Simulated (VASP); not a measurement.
Write the native input for VASP 6.6.1 that does the following.

| Item | Value |
| --- | --- |
| Task | single point |
| Functional | PBE |
| Potentials or basis | VASP PAW PBE potentials, release 64 (Na_pv, Cl) |
| Cutoff | 520 eV |
| k mesh | 6 × 6 × 6 |
| Occupations | gaussian, width 0.01 eV |
| Spin | no spin polarisation |
| Dipole correction | no |
| Further INCAR settings | ALGO = Normal; EDIFF = 1e-07; NBANDS = 14 |

The structure of NaCl lies in POSCAR:

```
NaCl
1.0
    0.0000000000      2.8757769714      2.8757769714
    2.8757769714      0.0000000000      2.8757769714
    2.8757769714      2.8757769714      0.0000000000
Na Cl
1 1
Direct
    0.0000000000      0.0000000000      0.0000000000
    0.5000000000      0.5000000000      0.5000000000
```

These files were run (other wordings do the same):

INCAR

```
PREC     = Accurate       # precision mode
ENCUT    = 520            # plane-wave cutoff, eV
EDIFF    = 1E-7           # SCF threshold, eV
ISMEAR   = 0              # smearing method
SIGMA    = 0.01           # smearing width, eV
LREAL    = F              # projectors in reciprocal space
LASPH    = T              # aspherical terms in the spheres
NELM     = 100            # most SCF steps
ALGO     = Normal         # electronic algorithm
ISIF     = 2              # what is computed and relaxed
LWAVE    = F              # write WAVECAR
LCHARG   = F              # write CHGCAR
GGA      = PE             # functional
NBANDS   = 14             # bands
```

KPOINTS

```
regular mesh
0
Gamma
  6 6 6
```

Potentials or basis: VASP PAW PBE potentials, release 64 (Na_pv, Cl).

Launch:

```sh
$ cat potpaw_PBE.64/Na_pv/POTCAR potpaw_PBE.64/Cl/POTCAR > POTCAR
$ mpirun -np 1 vasp_std > vasp.out
```

It gave:

```json
{
  "Pressure": "-0.7 GPa",
  "Band gap on the k mesh": "4.89 eV"
}
```

Run time: 19 s on 1 thread of AMD EPYC 7R43 64-Core Processor (Zen 3) (shared host), peak memory 0.12 GiB.
